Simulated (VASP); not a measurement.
# PtS2 in VASP: notebook, part 2 of 2

VASP 6.6.1. Earlier steps stand in the parts before.

## 3. Single point, PBE+D3(BJ)

INCAR

```
PREC     = Accurate       # precision mode
ENCUT    = 520            # plane-wave cutoff, eV
EDIFF    = 1E-7           # SCF threshold, eV
ISMEAR   = 0              # smearing method
SIGMA    = 0.02           # smearing width, eV
LREAL    = False          # projectors in reciprocal space
LASPH    = True           # aspherical terms in the spheres
NELM     = 60             # most SCF steps
ALGO     = Normal         # electronic algorithm
ISIF     = 2              # what is computed and relaxed
LWAVE    = False          # write WAVECAR
LCHARG   = False          # write CHGCAR
LDIPOL   = True         
IDIPOL   = 3            
DIPOL    = 0.5 0.5 0.500
GGA      = PE             # functional
IVDW     = 12             # dispersion correction
NBANDS   = 18             # bands
```

KPOINTS

```
Automatic mesh
0
Gamma
  9 9 1
```

POSCAR

```
PtS2
1.0
    3.4000000000      0.0000000000      0.0000000000
   -1.7000000000      2.9444863729      0.0000000000
    0.0000000000      0.0000000000     30.8254864268
S Pt
2 1
Direct
    0.6666666667      0.3333333333      0.4604061398
    0.3333333333      0.6666666667      0.5395938602
    0.0000000000      0.0000000000      0.5000000000
```

Potentials or basis: VASP PAW PBE potentials, release 64 (S, Pt).

Run with:

```console
$ cat potpaw_PBE.64/S/POTCAR potpaw_PBE.64/Pt/POTCAR > POTCAR
$ mpirun -np 1 vasp_std > vasp.out
```

OUTCAR:

```text
PREC = Accurate
   ENCUT = 520
   EDIFF = 1E-7
   ISMEAR = 0
   LREAL = False
   LASPH = True
   NELM = 60
   ISIF = 2
   GGA = PE
   IVDW = 12
 IVDW          = 12

 ion  position               nearest neighbor table
   1  0.667  0.333  0.460-   3 2.31   3 2.31   3 2.31
   2  0.333  0.667  0.540-   3 2.31   3 2.31   3 2.31
   3  0.000  0.000  0.500-   1 2.31   2 2.31   1 2.31   2 2.31   1 2.31   2 2.31

  LATTYP: Found a hexagonal cell.
 ALAT       =     3.4000000000
 C/A-ratio  =     9.0663195373

  Lattice vectors:

 A1 = (   3.4000000000,   0.0000000000,   0.0000000000)
 A2 = (  -1.7000000000,   2.9444863729,   0.0000000000)
 A3 = (   0.0000000000,   0.0000000000,  30.8254864268)

Analysis of symmetry for initial positions (statically):
=====================================================================
 Subroutine PRICEL returns:
 Original cell was already a primitive cell.

 Routine SETGRP: Setting up the symmetry group for a
 hexagonal supercell.

 Subroutine GETGRP returns: Found 12 space group operations
 (whereof 12 operations were pure point group operations)
 out of a pool of 24 trial point group operations.

The static configuration has the point symmetry D_3d.

Analysis of symmetry for dynamics (positions and initial velocities):
=====================================================================
 Subroutine PRICEL returns:
 Original cell was already a primitive cell.

 Routine SETGRP: Setting up the symmetry group for a
 hexagonal supercell.

 Subroutine GETGRP returns: Found 12 space group operations
 (whereof 12 operations were pure point group operations)
 out of a pool of 24 trial point group operations.

The dynamic configuration has the point symmetry D_3d.

 Subroutine INISYM returns: Found 12 space group operations
 (whereof 12 operations are pure point group operations),
 and found     1 'primitive' translations

----------------------------------------------------------------------------------------

                                     Primitive cell

  volume of cell :     308.6018

  direct lattice vectors                    reciprocal lattice vectors
     3.400000000  0.000000000  0.000000000     0.294117647  0.169808903  0.000000000
    -1.700000000  2.944486373  0.000000000     0.000000000  0.339617805  0.000000000
     0.000000000  0.000000000 30.825486427     0.000000000  0.000000000  0.032440688

  length of vectors
     3.400000000  3.400000000 30.825486427     0.339617805  0.339617805  0.032440688

  position of ions in fractional coordinates (direct lattice)
     0.666666667  0.333333333  0.460406140
     0.333333333  0.666666667  0.539593860
     0.000000000  0.000000000  0.500000000

  ion indices of the primitive-cell ions
   primitive index   ion index
                 1           1
                 2           2
                 3           3

----------------------------------------------------------------------------------------

 KPOINTS: Automatic mesh

Automatic generation of k-mesh.
 Grid dimensions read from file:
 generate k-points for:    9    9    1

 Generating k-lattice:

  Cartesian coordinates                     Fractional coordinates (reciprocal lattice)
     0.032679739  0.018867656  0.000000000     0.111111111  0.000000000  0.000000000
[... 26 lines left out ...]
  0.333333  0.222222  0.000000     12.000000
  0.333333  0.333333  0.000000      2.000000
   k-points           NKPTS =     12   k-points in BZ     NKDIM =     12   number of bands    NBANDS=     18
   number of dos      NEDOS =    301   number of ions     NIONS =      3
   total plane-waves  NPLWV = 188160
   dimension x,y,z NGX =    28 NGY =   28 NGZ =  240
   dimension x,y,z NGXF=    56 NGYF=   56 NGZF=  480
   ions per type =               2   1
   NGX,Y,Z   is equivalent  to a cutoff of  13.69, 13.69, 12.94 a.u.
   NGXF,Y,Z  is equivalent  to a cutoff of  27.38, 27.38, 25.89 a.u.
 SYSTEM =  unknown system
   PREC   = accura    normal or accurate (medium, high low for compatibility)
   ISTART =      0    job   : 0-new  1-cont  2-samecut
   ICHARG =      2    charge: 1-file 2-atom 10-const
   ISPIN  =      1    spin polarized calculation?
   LNONCOLLINEAR =      F non collinear calculations
   LSORBIT =      F    spin-orbit coupling
   LASPH  =      T    aspherical Exc in radial PAW
   ENCUT  =  520.0 eV  38.22 Ry    6.18 a.u.   6.32  6.32 57.31*2*pi/ulx,y,z
   NELM   =     60;   NELMIN=  2; NELMDL= -5     # of ELM steps
   EDIFF  = 0.1E-06   stopping-criterion for ELM
   LREAL  =      F    real-space projection
   EDIFFG = 0.1E-05   stopping-criterion for IOM
   NSW    =      0    number of steps for IOM
   IBRION =     -1    ionic relax: 0-MD 1-quasi-New 2-CG
   NFREE  =      0    steps in history (QN), initial steepest desc. (CG)
   ISIF   =      2    stress and relaxation
   ISYM   =      2    0-nonsym 1-usesym 2-fastsym
   POTIM  = 0.5000    time-step for ionic-motion
   TEBEG  =    0.0;   TEEND  =   0.0 temperature during run
   PSTRESS=    0.0 pullay stress
   NELECT =      22.0000    total number of electrons
   NUPDOWN=      -1.0000    fix difference up-down
   EMIN   =  10.00;   EMAX   =-10.00  energy-range for DOS
   EFERMI =   0.00;   METHOD = LEGACY
   ISMEAR =     0;   SIGMA  =   0.02  broadening in eV -4-tet -1-fermi 0-gaus
   EFERMI_NEDOS =   21; number of points for ismear=-14 and -15
   IALGO  =     38    algorithm
   IMIX   =      4    mixing-type and parameters
     AMIX     =   0.40;   BMIX     =  1.00
     AMIX_MAG =   1.60;   BMIX_MAG =  1.00
  volume/ion in A,a.u.               =     102.87       694.18
  Fermi-wavevector in a.u.,A,eV,Ry     =   0.678812  1.282769  6.269373  0.460786
  Thomas-Fermi vector in A             =   1.756826
   LORBIT       =      0    0 simple, 1 ext, 2 COOP (PROOUT), +10 PAW based schemes
   GGA     = PE    functional components
   LHFCALC =     F    Hartree Fock is set to
   AEXX    =    0.0000 exact exchange contribution
   IVDW    =    12    specifies the selected vdW correction
   LEPSILON=     F    determine dielectric tensor
   LRPA    =     F    only Hartree local field effects (RPA)
 non-spin polarized calculation
 Gauss-broadening in eV      SIGMA  =   0.02
  energy-cutoff  :      520.00
  volume of cell :      308.60
 maximum number of plane-waves:      8359
 NGX is ok and might be reduce to    28
   NGX = 13   NGY = 13   NGZ =115

 number of electron      21.9999996 magnetization

 dipolmoment           0.000000      0.000000     -0.000000 electrons x Angstroem

 Free energy of the ion-electron system (eV)
  ---------------------------------------------------
  ext. energy  EPLUGINS =         0.00000000
  ---------------------------------------------------
  free energy    TOTEN  =       -15.10373381 eV

  energy without entropy =      -15.10373381  energy(sigma->0) =      -15.10373381

 E-fermi :  -3.9664     XC(G=0):  -2.2084

 val. band max:       -4.1051955952   @ k =   0.1111   0.0000   0.0000
 cond. band min:      -2.0990131494   @ k =   0.2222   0.2222   0.0000
 fundamental gap:      2.0061824458
 Fermi energy:        -3.9663516478

 k-point     1 :       0.0000    0.0000    0.0000
  band No.  band energies     occupation
      1     -18.9664      2.00000
      2     -16.3280      2.00000
      3     -10.3578      2.00000
      4     -10.3578      2.00000
      5     -10.1134      2.00000
      6      -7.4584      2.00000
[... 229 lines left out ...]
      5     -10.0327      2.00000
      6      -7.9315      2.00000
[... 10 lines left out ...]
     17       5.5173      0.00000
     18       5.8872      0.00000

------------------------ aborting loop because EDIFF is reached ----------------------------------------

 vacuum level on the upper side and lower side of the slab       (xc-potential included)        -0.141        -0.141

 Edisp (eV)   -0.90427

 E8    (eV) :    -0.3890

  FORCE on cell =-STRESS in cart. coord.  units (eV):
  Direction    XX          YY          ZZ          XY          YZ          ZX
  --------------------------------------------------------------------------------------
  -------------------------------------------------------------------------------------
  Total       6.36340     6.36340     3.77110    -0.00000     0.00000    -0.00000
  in kB      33.03706    33.03706    19.57856    -0.00000     0.00000    -0.00000
  external pressure =       28.55 kB  Pullay stress =        0.00 kB

 VOLUME and BASIS-vectors are now :
 -----------------------------------------------------------------------------
  energy-cutoff  :      520.00
  volume of cell :      308.60
      direct lattice vectors                 reciprocal lattice vectors
     3.400000000  0.000000000  0.000000000     0.294117647  0.169808903  0.000000000
    -1.700000000  2.944486373  0.000000000     0.000000000  0.339617805  0.000000000
     0.000000000  0.000000000 30.825486427     0.000000000  0.000000000  0.032440688

 POSITION                                       TOTAL-FORCE (eV/Angst)
 -----------------------------------------------------------------------------------
      1.70000      0.98150     14.19224        -0.000000      0.000000     -1.557439
     -0.00000      1.96299     16.63324         0.000000     -0.000000      1.557439
      0.00000      0.00000     15.41274        -0.000000      0.000000      0.000000
 -----------------------------------------------------------------------------------
    total drift:                                0.000000      0.000000      0.000000

  FREE ENERGIE OF THE ION-ELECTRON SYSTEM (eV)
  ---------------------------------------------------
  free  energy   TOTEN  =       -16.0080001596 eV

  energy  without entropy=      -16.0080001596  energy(sigma->0) =      -16.00800016

 vacuum level on the upper side and lower side of the slab         2.040         2.040
```

It took 3.8 min on 1 thread of Intel Xeon 8259CL, shared host; peak memory 0.49 GiB.

Results:

```yaml
Free_energy: -16.0080 eV
Largest_force: 1.557 eV/Å
Band_gap_on_the_k_mesh: 2.01 eV (least direct gap 2.08 eV)
Dispersion_energy_per_atom: -0.301 eV
```

Forces on the atoms (eV/Å):
```
S    0.000  0.000 -1.557
S    0.000  0.000  1.557
Pt   0.000  0.000  0.000
```

Levels at points of the mesh, in eV from the valence-band top:
```tsv
k point	band 9	band 10	band 11	band 12	band 13	band 14
(0.00, 0.00, 0.00)	-0.90	-0.17	-0.17	3.71	3.71	5.56
```

Caveat: spin-orbit coupling is left out, which moves the levels of the heavy elements.

## 4. Single point, PBE+D3(BJ)

INCAR

```
ALGO = Normal
DIPOL = 0.5 0.5 0.500
EDIFF = 1E-6
ENCUT = 520
GGA = PE
IDIPOL = 3
ISIF = 2
ISMEAR = 0
IVDW = 12
LASPH = T
LCHARG = F
LDIPOL = T
LREAL = F
LWAVE = F
NBANDS = 18
NELM = 60
PREC = Accurate
SIGMA = 0.02
```

KPOINTS

```
k-points
0
Gamma
  9 9 1
```

POSCAR

```
PtS2
1.0
    3.4000000000      0.0000000000      0.0000000000
   -1.7000000000      2.9444863729      0.0000000000
    0.0000000000      0.0000000000     30.8254864268
S Pt
2 1
Direct
    0.6666666667      0.3333333333      0.4590111902
    0.3333333333      0.6666666667      0.5409888098
    0.0000000000      0.0000000000      0.5000000000
```

Run with:

```console
$ cat potpaw_PBE.64/S/POTCAR potpaw_PBE.64/Pt/POTCAR > POTCAR
$ mpirun -np 1 vasp_std > vasp.out
```

Run time: 2.2 min. Hardware: 1 thread of Intel Xeon 8259CL, shared host; peak memory 0.45 GiB.

Results (log left out):

| Item | Value |
| --- | --- |
| Free energy | -16.1120 eV |
| Largest force | 0.866 eV/Å |
| Band gap on the k mesh | 1.90 eV (least direct gap 1.99 eV) |
| Dispersion energy per atom | -0.299 eV |

Forces on the atoms (eV/Å):
```
S    0.000  0.000 -0.866
S    0.000  0.000  0.866
Pt   0.000  0.000  0.000
```

Levels at points of the mesh, in eV from the valence-band top:
```
           k point  band 8  band 9  band 10  band 11  band 12  band 13  band 14  band 15
(0.00, 0.00, 0.00)   -1.02   -0.98    -0.10    -0.10     3.56     3.56     5.50     5.67
```

Caveat: spin-orbit coupling is left out, which moves the levels of the heavy elements.

## 5. Single point, PBE+D3(BJ)

INCAR

```
SYSTEM = PtS2
  PREC = Accurate
  ENCUT = 520
  EDIFF = 1E-6
  ISMEAR = 0
  SIGMA = 0.02
  LREAL = .FALSE.
  LASPH = .TRUE.
  NELM = 60
  ALGO = Normal
  ISIF = 2
  LWAVE = .FALSE.
  LCHARG = .TRUE.
  LDIPOL = .TRUE.
  IDIPOL = 3
  DIPOL = 0.5 0.5 0.500
  GGA = PE
  IVDW = 12
  LELF = .TRUE.
  LVHAR = .TRUE.
  LVACPOTAV = .TRUE.
  NBANDS = 18
```

KPOINTS

```
regular mesh
0
G
  9 9 1
  0 0 0
```

POSCAR

```
PtS2
1.0
    3.4000000000      0.0000000000      0.0000000000
   -1.7000000000      2.9444863729      0.0000000000
    0.0000000000      0.0000000000     30.8254864268
S Pt
2 1
Direct
    0.6666666667      0.3333333333      0.4576162406
    0.3333333333      0.6666666667      0.5423837594
    0.0000000000      0.0000000000      0.5000000000
```

Run with:

```console
$ cat potpaw_PBE.64/S/POTCAR potpaw_PBE.64/Pt/POTCAR > POTCAR
$ mpirun -np 1 vasp_std > vasp.out
```

It took 4.2 min on 1 thread of Intel Xeon 8259CL, shared host; peak memory 0.49 GiB.

The run converged. Its results:

```yaml
Free_energy: -16.1579 eV
Largest_force: 0.220 eV/Å
Band_gap_on_the_k_mesh: 1.75 eV (least direct gap 1.90 eV)
Dispersion_energy_per_atom: -0.297 eV
Ionisation_potential_of_the_upper_face: 6.21 eV
```

Forces in eV/Å, atoms in the order of the input:
```
S    0.000  0.000 -0.220
S    0.000  0.000  0.220
Pt   0.000  0.000  0.000
```

Levels at points of the mesh, in eV from the valence-band top:
| k point | band 8 | band 9 | band 10 | band 11 | band 12 | band 13 | band 14 | band 15 |
| --- | --- | --- | --- | --- | --- | --- | --- | --- |
| (0.00, 0.00, 0.00) | -1.17 | -1.09 | -0.08 | -0.08 | 3.35 | 3.35 | 5.42 | 5.70 |

Caveat: spin-orbit coupling is left out, which moves the levels of the heavy elements.

## 6. Single point, PBE+D3(BJ)

INCAR

```
PREC     = Accurate       # precision mode
ENCUT    = 520            # plane-wave cutoff, eV
EDIFF    = 1E-6           # SCF threshold, eV
ISMEAR   = 0              # smearing method
SIGMA    = 0.02           # smearing width, eV
LREAL    = F              # projectors in reciprocal space
LASPH    = T              # aspherical terms in the spheres
NELM     = 80             # most SCF steps
ALGO     = Normal         # electronic algorithm
ISIF     = 2              # what is computed and relaxed
LWAVE    = F              # write WAVECAR
LCHARG   = T              # write CHGCAR
LDIPOL   = T            
IDIPOL   = 3            
DIPOL    = 0.5 0.5 0.500
GGA      = PE             # functional
IVDW     = 12             # dispersion correction
LELF     = T              # ELF
LVHAR    = T            
LVACPOTAV= T            
NBANDS   = 18             # bands
```

KPOINTS

```
regular mesh
0
Gamma
  9 9 1
```

POSCAR

```
PtS2
1.0
    3.4000000000      0.0000000000      0.0000000000
   -1.7000000000      2.9444863729      0.0000000000
    0.0000000000      0.0000000000     30.8254864268
S Pt
2 1
Direct
    0.6666666667      0.3333333333      0.4611198350
    0.3333333333      0.6666666667      0.5388801650
    0.0000000000      0.0000000000      0.5000000000
```

Potentials or basis: VASP PAW PBE potentials, release 64 (S, Pt).

Run with:

```console
$ cat potpaw_PBE.64/S/POTCAR potpaw_PBE.64/Pt/POTCAR > POTCAR
$ mpirun -np 1 vasp_std > vasp.out
```

Wall time 4.1 min (1 thread of Intel Xeon 8259CL, shared host); peak memory 0.48 GiB.

The run converged. Its results:

```
Free energy                : -15.9314 eV
Largest force              : 1.930 eV/Å
Band gap on the k mesh     : 2.05 eV (least direct gap 2.13 eV)
Dispersion energy per atom : -0.303 eV
```

Forces on the atoms (eV/Å):
```
S    0.000  0.000 -1.930
S    0.000  0.000  1.930
Pt   0.000  0.000  0.000
```

Levels at points of the mesh, in eV from the valence-band top:
```tsv
k point	band 9	band 10	band 11	band 12	band 13	band 14
(0.00, 0.00, 0.00)	-0.84	-0.21	-0.21	3.80	3.80	5.58
```

Caveat: spin-orbit coupling is left out, which moves the levels of the heavy elements.

## 7. Overview

```csv
cell,gap on the mesh (eV),largest force (eV/Å)
"as given, atomic positions A",2.07,2.31
"as given, atomic positions B",2.01,1.56
"as given, atomic positions C",1.90,0.87
"as given, atomic positions D",1.75,0.22
"as given, atomic positions E",2.05,1.93
```

Alike in all rows: task single point; level PBE+D3(BJ); potentials or basis VASP PAW PBE potentials, release 64 (S, Pt); no spin polarisation; k mesh 9 × 9 × 1; cutoff (eV) 520; smearing gaussian 0.02 eV.

Caveats: spin-orbit coupling is left out, which moves the levels of the heavy elements.

Total energies depend on the potentials used, so only differences within one code and one set of settings carry meaning.
